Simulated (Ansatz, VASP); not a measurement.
One calculation of NaCl, two programs

```
CELL_PARAMETERS angstrom
0.00000 2.92813 2.92813
2.92813 0.00000 2.92813
2.92813 2.92813 0.00000
ATOMIC_POSITIONS crystal
Na 0.00000 0.00000 0.00000
Cl 0.50000 0.50000 0.50000
```

Alike in both runs: task single point; functional PBE; k mesh 8 × 8 × 8; occupations gaussian, width 0.02 eV; no spin polarisation.

```csv
,VASP,Ansatz
version,VASP 6.6.1,Ansatz 0.2.0
potentials or method,"VASP PAW PBE potentials, release 64 (Na_pv, Cl), cutoff 500 eV","scalar-relativistic, plane waves, PAW"
valence electrons in the cell,14,16
```

|  | VASP | Ansatz | Ansatz less VASP |
| --- | --- | --- | --- |
| gap on the k mesh at the Fermi level (eV) | 4.70 | 4.70 | +0.001 |
| least direct gap on the mesh (eV) | 4.70 | 4.70 | +0.001 |
| pressure (GPa) | -1.7 | -1.6 | +0.05 |

VASP's potentials hold 14 valence electrons a cell and Ansatz's 16, so a difference there can come from the potentials and not from the codes.
